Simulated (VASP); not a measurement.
Wanted: the native input for a VASP 6.6.1 run.

```
Task                   : single point
Functional             : PBE
Potentials or basis    : VASP PAW PBE potentials, release 64 (Ta_pv, N)
Cutoff                 : 520 eV
k mesh                 : 6 × 6 × 6
Occupations            : gaussian, width 0.1 eV
Spin                   : collinear spin, ferromagnetic start
Starting moments       : [1.0, 0.0] μB
Dipole correction      : no
Further INCAR settings : ALGO = Normal; EDIFF = 1e-07; NBANDS = 19
```

The structure of TaN lies in POSCAR:

```
TaN
1.0
    2.9379988584      0.0000000000      0.0000000000
   -1.4689994292      2.5443816477      0.0000000000
    0.0000000000      0.0000000000      2.8830000000
Ta N
1 1
Direct
    0.3333333333      0.6666666667      0.5000000000
    0.0000000000      0.0000000000      0.0000000000
```

These files were run (other wordings do the same):

INCAR

```
SYSTEM = TaN
  PREC = Accurate
  ENCUT = 520
  EDIFF = 1E-7
  ISMEAR = 0
  SIGMA = 0.1
  LREAL = .FALSE.
  LASPH = .TRUE.
  NELM = 150
  ALGO = Normal
  ISIF = 2
  LWAVE = .FALSE.
  LCHARG = .TRUE.
  ISPIN = 2
  MAGMOM = 1 0
  LORBIT = 11
  LMAXMIX = 4
  GGA = PE
  LELF = .TRUE.
  LVHAR = .TRUE.
  NBANDS = 19
```

KPOINTS

```
Automatic mesh
0
G
  6 6 6
  0 0 0
```

Potentials or basis: VASP PAW PBE potentials, release 64 (Ta_pv, N).

Launch:

```bash
$ cat potpaw_PBE.64/Ta_pv/POTCAR potpaw_PBE.64/N/POTCAR > POTCAR
$ mpirun -np 1 vasp_std > vasp.out
```

Results of the run:

The pressure is 5.4 GPa and the band gap on the k mesh is zero (filled and empty bands overlap). The net moment is 0.00 μB per cell and the valence electrons inside the program's atomic spheres are Ta 9.00; N 3.74.

Caveat: the k points lie up to 0.41 Å⁻¹ apart; spin-orbit coupling is left out, which moves the levels of the heavy elements.

Wall time 41 s on 1 thread of Intel(R) Xeon(R) Platinum 8259CL CPU @ 2.50GHz (Skylake/Cascade Lake), with other jobs on the host, peak memory 0.15 GiB.
